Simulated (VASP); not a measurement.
# Ga3Si2N (P6/mmm) in VASP: a series of runs, part 2 of 2

VASP 6.6.1.

### 3 Single point, PBE, collinear spin, ferromagnetic start

INCAR

```
ALGO = Normal ; EDIFF = 1E-6
ENCUT = 600 ; GGA = PE
GGA_COMPAT = False ; ISIF = 2
ISMEAR = 0 ; ISPIN = 2
LASPH = True ; LCHARG = True
LELF = True ; LORBIT = 11
LREAL = False ; LVHAR = True
LWAVE = False ; MAGMOM = 0 0 0 0 0 1
NBANDS = 39 ; NELM = 200
PREC = Accurate ; SIGMA = 0.1
```

KPOINTS

```
k-points
0
Gamma
  6 6 4
```

POSCAR

```
Ga3Si2N
1.0
    5.3219249900      0.0000000000      0.0000000000
   -2.6609625000      4.6089222400      0.0000000000
    0.0000000000      0.0000000000      4.0452718700
Ga Si N
3 2 1
Direct
    0.5000000000      0.5000000000      0.5000000000
    0.5000000000      0.0000000000      0.5000000000
    0.0000000000      0.5000000000      0.5000000000
    0.6666666700      0.3333333300      0.0000000000
    0.3333333300      0.6666666700      0.0000000000
    0.0000000000      0.0000000000      0.0000000000
```

Potentials or basis: VASP PAW PBE potentials, release 64 (Ga_d, Si, N).

Command:

```
$ cat potpaw_PBE.64/Ga_d/POTCAR potpaw_PBE.64/Si/POTCAR potpaw_PBE.64/N/POTCAR > POTCAR
$ mpirun -np 1 vasp_std > vasp.out
```

It took 5.1 min on 1 thread of Oxide Virtual Turin-like, shared host; peak memory 0.36 GiB.

The run converged. Its results:

- Free energy: -20.8355 eV
- Pressure: 8.5 GPa
- Net moment: 2.10 μB per cell
- Site moments: Ga +0.03; Si +0.01; N +1.33 μB
- Valence electrons inside the program's atomic spheres: Ga 11.75; Si 1.58; N 3.32

Stress tensor (GPa, compression positive):
```
 6.77  0.00  0.00
 0.00  6.77  0.00
 0.00  0.00 11.90
```

Levels at points of the mesh, in eV from the Fermi level:
Spin up:
| k point | band 25 | band 26 | band 27 | band 28 | band 29 | band 30 |
| --- | --- | --- | --- | --- | --- | --- |
| (0.00, 0.00, 0.00) | -1.81 | 0.13 | 0.13 | 0.80 | 1.69 | 2.60 |
| (0.50, 0.00, 0.00) | -1.46 | -1.26 | -0.49 | 0.39 | 0.73 | 2.16 |
| (0.00, 0.00, 0.50) | -3.05 | -3.05 | -2.53 | -0.73 | -0.73 | 2.86 |
| (0.50, 0.00, 0.50) | -1.29 | -0.86 | -0.80 | 2.03 | 2.40 | 2.86 |
Spin down:
```tsv
k point	band 22	band 23	band 24	band 25	band 26	band 27	band 28	band 29
(0.00, 0.00, 0.00)	-3.23	-3.23	-2.39	0.86	1.04	1.71	1.80	1.80
(0.50, 0.00, 0.00)	-1.91	-1.68	-0.55	-0.45	0.04	0.71	0.76	1.31
(0.00, 0.00, 0.50)	-3.52	-3.12	-3.12	-1.46	-1.46	-0.73	-0.73	-0.01
(0.50, 0.00, 0.50)	-4.03	-3.02	-0.77	0.31	0.67	1.17	2.28	2.45
```

Caveat: the k points lie up to 0.39 Å⁻¹ apart.

### 4 Single point, PBE, collinear spin, ferromagnetic start

This run uses another cell than the first one, of 18.68 Å³/atom.

INCAR

```
SYSTEM = Ga3Si2N
ALGO     = Normal         ! electronic algorithm
EDIFF    = 1E-6           ! SCF threshold, eV
ENCUT    = 600            ! plane-wave cutoff, eV
GGA      = PE             ! functional
GGA_COMPAT= .FALSE.      
ISIF     = 2              ! what is computed and relaxed
ISMEAR   = 0              ! smearing method
ISPIN    = 2              ! spin polarisation
LASPH    = .TRUE.         ! aspherical terms in the spheres
LCHARG   = .FALSE.        ! write CHGCAR
LORBIT   = 11             ! projections on sites
LREAL    = .FALSE.        ! projectors in reciprocal space
LWAVE    = .FALSE.        ! write WAVECAR
MAGMOM   = 0 0 0 0 0 1    ! initial moments
NBANDS   = 39             ! bands
NELM     = 200            ! most SCF steps
PREC     = Accurate       ! precision mode
SIGMA    = 0.1            ! smearing width, eV
```

KPOINTS

```
k-points
0
G
  6 6 4
  0 0 0
```

POSCAR

```
Ga3Si2N
1.0
    5.5182348294      0.0000000030      0.0000000000
   -2.7591174173      4.7789315449      0.0000000000
    0.0000000000      0.0000000000      4.2491239553
Ga Si N
3 2 1
Direct
    0.5000000000      0.5000000000      0.5000000000
    0.5000000000      0.0000000000      0.5000000000
    0.0000000000      0.5000000000      0.5000000000
    0.6666666667      0.3333333333      0.0000000000
    0.3333333333      0.6666666667      0.0000000000
    0.0000000000      0.0000000000      0.0000000000
```

Potentials or basis: VASP PAW PBE potentials, release 64 (Ga_d, Si, N).

Command:

```
$ cat potpaw_PBE.64/Ga_d/POTCAR potpaw_PBE.64/Si/POTCAR potpaw_PBE.64/N/POTCAR > POTCAR
$ mpirun -np 1 vasp_std > vasp.out
```

OUTCAR:

```text
SYSTEM = Ga3Si2N
   EDIFF = 1E-6
   ENCUT = 600
   GGA = PE
   ISIF = 2
   ISMEAR = 0
   ISPIN = 2
   LASPH = .TRUE.
   LORBIT = 11
   LREAL = .FALSE.
   NELM = 200
   PREC = Accurate

 ion  position               nearest neighbor table
   1  0.500  0.500  0.500-   4 2.66   5 2.66   4 2.66   5 2.66   3 2.76   3 2.76   2 2.76   2 2.76

   2  0.500  0.000  0.500-   4 2.66   5 2.66   4 2.66   5 2.66   3 2.76   3 2.76   1 2.76   1 2.76

   3  0.000  0.500  0.500-   4 2.66   5 2.66   4 2.66   5 2.66   1 2.76   1 2.76   2 2.76   2 2.76

   4  0.667  0.333  0.000-   3 2.66   3 2.66   2 2.66   2 2.66   1 2.66   1 2.66
   5  0.333  0.667  0.000-   3 2.66   3 2.66   2 2.66   2 2.66   1 2.66   1 2.66
   6  0.000  0.000  0.000-

  LATTYP: Found a hexagonal cell.
 ALAT       =     5.5182348294
 C/A-ratio  =     0.7700150658

  Lattice vectors:

 A1 = (   5.5182348294,   0.0000000030,   0.0000000000)
 A2 = (  -2.7591174173,   4.7789315449,   0.0000000000)
 A3 = (   0.0000000000,   0.0000000000,   4.2491239553)

Analysis of symmetry for initial positions (statically):
=====================================================================
 Subroutine PRICEL returns:
 Original cell was already a primitive cell.

 Routine SETGRP: Setting up the symmetry group for a
 hexagonal supercell.

 Subroutine GETGRP returns: Found 24 space group operations
 (whereof 24 operations were pure point group operations)
 out of a pool of 24 trial point group operations.

The static configuration has the point symmetry D_6h.

Analysis of symmetry for dynamics (positions and initial velocities):
=====================================================================
 Subroutine PRICEL returns:
 Original cell was already a primitive cell.

 Routine SETGRP: Setting up the symmetry group for a
 hexagonal supercell.

 Subroutine GETGRP returns: Found 24 space group operations
 (whereof 24 operations were pure point group operations)
 out of a pool of 24 trial point group operations.
[... 176 lines left out ...]

 k-point     1 :       0.0000    0.0000    0.0000
  band No.  band energies     occupation
      1     -10.4191      1.00000
      2     -10.3016      1.00000
      3     -10.3016      1.00000
      4     -10.2927      1.00000
      5     -10.1897      1.00000
      6     -10.1185      1.00000
[... 850 lines left out ...]
     37      12.1974      0.00000
     38      12.5617      0.00000
 Fermi energy:         4.7509836061

 spin component 2

 k-point     1 :       0.0000    0.0000    0.0000
  band No.  band energies     occupation
      1     -10.4087      1.00000
      2     -10.2966      1.00000
      3     -10.2966      1.00000
      4     -10.2820      1.00000
      5     -10.1809      1.00000
      6     -10.1139      1.00000
[... 850 lines left out ...]
     37      12.2314      0.00000
     38      12.6177      0.00000
 [bands above 38 left out]

------------------------ aborting loop because EDIFF is reached ----------------------------------------

  FORCE on cell =-STRESS in cart. coord.  units (eV):
  Direction    XX          YY          ZZ          XY          YZ          ZX
  --------------------------------------------------------------------------------------
  -------------------------------------------------------------------------------------
  Total        0.0862117      0.0862117      0.1758244     -0.0000000      0.0000000      0.0000000
  in kB        1.2326682      1.2326682      2.5139663     -0.0000000      0.0000000      0.0000000
  external PRESSURE =       1.6597676 kB  Pullay stress =       0.0000000 kB

 VOLUME and BASIS-vectors are now :
 -----------------------------------------------------------------------------
  energy-cutoff  :      600.00
  volume of cell :      112.05
      direct lattice vectors                 reciprocal lattice vectors
     5.518234829  0.000000003  0.000000000     0.181217369  0.104625897  0.000000000
    -2.759117417  4.778931545  0.000000000    -0.000000000  0.209251794  0.000000000
     0.000000000  0.000000000  4.249123955     0.000000000  0.000000000  0.235342628

 POSITION                                       TOTAL-FORCE (eV/Angst)
 -----------------------------------------------------------------------------------
      1.37956      2.38947      2.12456        -0.000000     -0.000000      0.000000
      2.75912      0.00000      2.12456        -0.000000     -0.000000      0.000000
     -1.37956      2.38947      2.12456        -0.000000     -0.000000      0.000000
      2.75912      1.59298      0.00000        -0.000000      0.000000      0.000000
     -0.00000      3.18595      0.00000         0.000000     -0.000000      0.000000
      0.00000      0.00000      0.00000        -0.000000     -0.000000      0.000000
 -----------------------------------------------------------------------------------
    total drift:                                0.000000     -0.000000     -0.000000

  FREE ENERGIE OF THE ION-ELECTRON SYSTEM (eV)
  ---------------------------------------------------
  free  energy   TOTEN  =       -21.1698072296 eV

  energy  without entropy=      -21.1603646526  energy(sigma->0) =      -21.16508594

 total charge

# of ion       s       p       d       tot
------------------------------------------
    1        1.000   0.639   9.980  11.619
    2        1.000   0.639   9.980  11.619
    3        1.000   0.639   9.980  11.619
    4        0.867   0.671   0.000   1.538
    5        0.867   0.671   0.000   1.538
    6        1.353   1.954   0.000   3.307
--------------------------------------------------
tot          6.086   5.211  29.941  41.238

 magnetization (x)

# of ion       s       p       d       tot
------------------------------------------
    1        0.013   0.009   0.001   0.022
    2        0.013   0.009   0.001   0.022
    3        0.013   0.009   0.001   0.022
    4        0.007   0.008   0.000   0.015
    5        0.007   0.008   0.000   0.015
    6        0.033   1.416   0.000   1.449
--------------------------------------------------
tot          0.085   1.459   0.002   1.547
```

It took 8 min on 1 thread of Oxide Virtual Turin-like, shared host; peak memory 0.4 GiB.

Results:

```
Free energy                                           : -21.1698 eV
Pressure                                              : 0.2 GPa
Net moment                                            : 2.24 μB per cell
Site moments                                          : Ga +0.02; Si +0.01; N +1.45 μB
Valence electrons inside the program's atomic spheres : Ga 11.62; Si 1.54; N 3.31
```

Stress tensor (GPa, compression positive):
```
0.12 0.00 0.00
0.00 0.12 0.00
0.00 0.00 0.25
```

Caveat: the k points lie up to 0.37 Å⁻¹ apart.

### 5 Summary

| spin | cell | gap on the mesh (eV) | pressure (GPa) | moment (μB) |
| --- | --- | --- | --- | --- |
| off | a = 5.322, b = 5.322, c = 4.045 Å, angles 90.0, 90.0, 120.0°, 6 atoms | none | 5.8 | - |
| collinear, ferromagnetic start | a = 5.322, b = 5.322, c = 4.045 Å, angles 90.0, 90.0, 120.0°, 6 atoms | none | 8.5 | 2.10 |
| collinear, ferromagnetic start | a = 5.518, b = 5.518, c = 4.249 Å, angles 90.0, 90.0, 120.0°, 6 atoms | none | 0.2 | 2.24 |

Alike in all rows: task single point; level PBE; potentials or basis VASP PAW PBE potentials, release 64 (Ga_d, Si, N); k mesh 6 × 6 × 4; cutoff (eV) 600; smearing gaussian 0.1 eV.

Caveats: all runs use coarse meshes.

Absolute energies hang on the potentials; compare differences alone.
